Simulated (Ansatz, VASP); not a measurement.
# One calculation of Pb, two programs

The input INCAR:

```
ALGO     = Normal         # electronic algorithm
EDIFF    = 1E-6           # SCF threshold, eV
ENCUT    = 520            # plane-wave cutoff, eV
GGA      = PE             # functional
ISIF     = 2              # what is computed and relaxed
ISMEAR   = -1             # smearing method
LASPH    = True           # aspherical terms in the spheres
LCHARG   = False          # write CHGCAR
LREAL    = False          # projectors in reciprocal space
LWAVE    = False          # write WAVECAR
NBANDS   = 13             # bands
NELM     = 80             # most SCF steps
PREC     = Accurate       # precision mode
SIGMA    = 0.1            # smearing width, eV
```

The input KPOINTS:

```
k-points
0
Gamma
  16 16 16
```

POSCAR

```
Pb
1.0
    3.2077672255      0.0000000000      0.0000000000
    0.0000000000      3.2077672255      0.0000000000
    0.0000000000      0.0000000000      3.2077672255
Pb
1
Direct
    0.0000000000      0.0000000000      0.0000000000
```

Input for Ansatz:

```yaml
crystal:
  lattice:
    - [3.2077672255, 0.0, 0.0]
    - [0.0, 3.2077672255, 0.0]
    - [0.0, 0.0, 3.2077672255]
  atoms:
    - { symbol: Pb, position: [0.0, 0.0, 0.0] }
hamiltonian:
  xc: pbe
  pseudopotentials:
    kind: paw
    azcp:
      Pb: "pseudopotentials/Pb.paw.azcp"
basis:
  ecutwfc: 420
  fft_grid_basis: typed
kpoints:
  mp_grid: { grid: [16, 16, 16], shift: [0, 0, 0] }
magnetization:
  spin_polarized: false
scf:
  occupations: { method: fermi_dirac, width: 0.1 }
output:
  stress: true
```

Alike in both runs: task single point; functional PBE; k mesh 16 × 16 × 16; occupations fermi-dirac, width 0.1 eV; no spin polarisation.

|  | VASP | Ansatz |
| --- | --- | --- |
| version | VASP 6.6.1 | Ansatz 0.2.0 |
| potentials or method | VASP PAW PBE potentials, release 64 (Pb_d), cutoff 520 eV | plane waves (420 eV) with PAW, scalar-relativistic |
| valence electrons in the cell | 14 | 14 |

```csv
,VASP,Ansatz,Ansatz less VASP
pressure (GPa),1.6,1.7,+0.06
```

Neither program's run includes spin-orbit coupling.
